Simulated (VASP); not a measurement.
Wanted: the native input for a VASP 6.6.1 run.

```yaml
Task: relaxation of cell and atoms
Functional: r2SCAN
Potentials_or_basis: VASP PAW PBE potentials, release 64 (Mg, O)
Cutoff: 600 eV
k_mesh: 10 × 10 × 10
Occupations: fermi-dirac, width 0.02 eV
Spin: no spin polarisation
Dipole_correction: no
Further_INCAR_settings: ALGO = Normal; EDIFF = 1e-06; IBRION = 2; EDIFFG = -0.005; NSW = 80; ISIF = 3
```

MgO:

```xyz
2
Lattice="0.0000 2.1267 2.1267 2.1267 0.0000 2.1267 2.1267 2.1267 0.0000" Properties=species:S:1:pos:R:3 pbc="T T T"
Mg    0.0000    0.0000    0.0000
O     2.1267    2.1267    2.1267
```

These files were run (other wordings do the same):

POSCAR

```
MgO
1.0
    0.0000000000      2.1267050319      2.1267050319
    2.1267050319      0.0000000000      2.1267050319
    2.1267050319      2.1267050319      0.0000000000
Mg O
1 1
Direct
    0.0000000000      0.0000000000      0.0000000000
    0.5000000000      0.5000000000      0.5000000000
```

INCAR.step1

```
SYSTEM = MgO
PREC     = Accurate       ! precision mode
ENCUT    = 600            ! plane-wave cutoff, eV
ISMEAR   = -1             ! smearing method
SIGMA    = 0.02           ! smearing width, eV
LREAL    = .FALSE.        ! projectors in reciprocal space
LASPH    = .TRUE.         ! aspherical terms in the spheres
NELM     = 100            ! most SCF steps
GGA      = PE             ! functional
ALGO     = Normal         ! electronic algorithm
EDIFF    = 1E-4           ! SCF threshold, eV
LWAVE    = .TRUE.         ! write WAVECAR
LCHARG   = .FALSE.        ! write CHGCAR
```

INCAR.step2

```
SYSTEM = MgO
PREC     = Accurate       ! precision mode
ENCUT    = 600            ! plane-wave cutoff, eV
EDIFF    = 1E-6           ! SCF threshold, eV
ISMEAR   = -1             ! smearing method
SIGMA    = 0.02           ! smearing width, eV
LREAL    = .FALSE.        ! projectors in reciprocal space
LASPH    = .TRUE.         ! aspherical terms in the spheres
NELM     = 100            ! most SCF steps
ALGO     = Normal         ! electronic algorithm
ISIF     = 3              ! what is computed and relaxed
LWAVE    = .FALSE.        ! write WAVECAR
LCHARG   = .FALSE.        ! write CHGCAR
METAGGA  = R2SCAN         ! meta-GGA
LMIXTAU  = .TRUE.       
IBRION   = 2              ! ionic algorithm
NSW      = 80             ! ionic steps
EDIFFG   = -0.005         ! ionic threshold
ISTART   = 1
```

KPOINTS

```
Automatic mesh
0
G
  10 10 10
  0 0 0
```

Potentials or basis: VASP PAW PBE potentials, release 64 (Mg, O).

Command:

```bash
$ cat potpaw_PBE.64/Mg/POTCAR potpaw_PBE.64/O/POTCAR > POTCAR
$ cp INCAR.step1 INCAR
$ mpirun -np 1 vasp_std > vasp.out
$ cp INCAR.step2 INCAR
$ mpirun -np 1 vasp_std > vasp.out
```

It gave:

* Relaxed volume: 9.21 Å³/atom
* Relaxed cell: a = 2.965 Å, b = 2.965 Å, c = 2.965 Å, α = 60.00°, β = 60.00°, γ = 60.00°
* Space group after relaxing (to 0.05 Å): Fm-3m (No. 225)
* Energy gained by relaxing: 8.9 meV/atom
* Ionic steps: 3
* Pressure after relaxing: 0.0 GPa
* Band gap on the k mesh: 5.75 eV, direct

Caveat: the PAW data sets were made with another functional, which shifts forces and pressure a little.

Wall time 96 s on 1 thread of AMD EPYC 9R45 (Zen 5) (shared host), peak memory 0.12 GiB.
